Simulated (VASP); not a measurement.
## CsNbS3: single point with PBE

The system is CsNbS3.

```
Cs Nb S
1.0
     4.94533    0.00000    0.00000
     0.00000    4.94533    0.00000
     0.00000    0.00000    4.94533
Cs Nb S
1 1 3
Direct
  0.00000 0.00000 0.00000
  0.50000 0.50000 0.50000
  0.50000 0.50000 0.00000
  0.50000 0.00000 0.50000
  0.00000 0.50000 0.50000
```

```yaml
Program: VASP 6.6.1
Task: single point
Functional: PBE
Potentials_or_basis: VASP PAW PBE potentials, release 64 (Cs_sv, Nb_sv, S)
Cutoff: 520 eV
k_mesh: 4 × 4 × 4
Occupations: gaussian, width 0.05 eV
Spin: no spin polarisation
Dipole_correction: no
Further_INCAR_settings: ALGO = Normal; EDIFF = 1e-06; NBANDS = 28
```

```
Pressure               : -0.5 GPa
Band gap on the k mesh : zero (bands 20 and 21 overlap by 0.50 eV)
```

Levels at points of the mesh, in eV from the Fermi level:
```csv
k point,band 17,band 18,band 19,band 20,band 21,band 22,band 23,band 24
"(0.00, 0.00, 0.00)",-1.01,-0.32,-0.32,-0.32,-0.15,-0.15,-0.15,1.55
"(0.50, 0.00, 0.00)",-1.93,-1.55,-0.65,-0.65,-0.25,1.59,2.07,2.07
"(0.50, 0.50, 0.00)",-2.17,-1.12,-1.12,0.15,2.00,2.00,2.34,2.37
"(0.50, 0.50, 0.50)",-2.97,0.21,0.21,0.21,2.63,2.63,2.63,5.58
```

Wall time 26 s on 1 thread of Intel(R) Xeon(R) Platinum 8559C (Emerald Rapids), on a shared host, peak memory 0.25 GiB.

Caveat: spin-orbit coupling is left out, which moves the levels of the heavy elements.
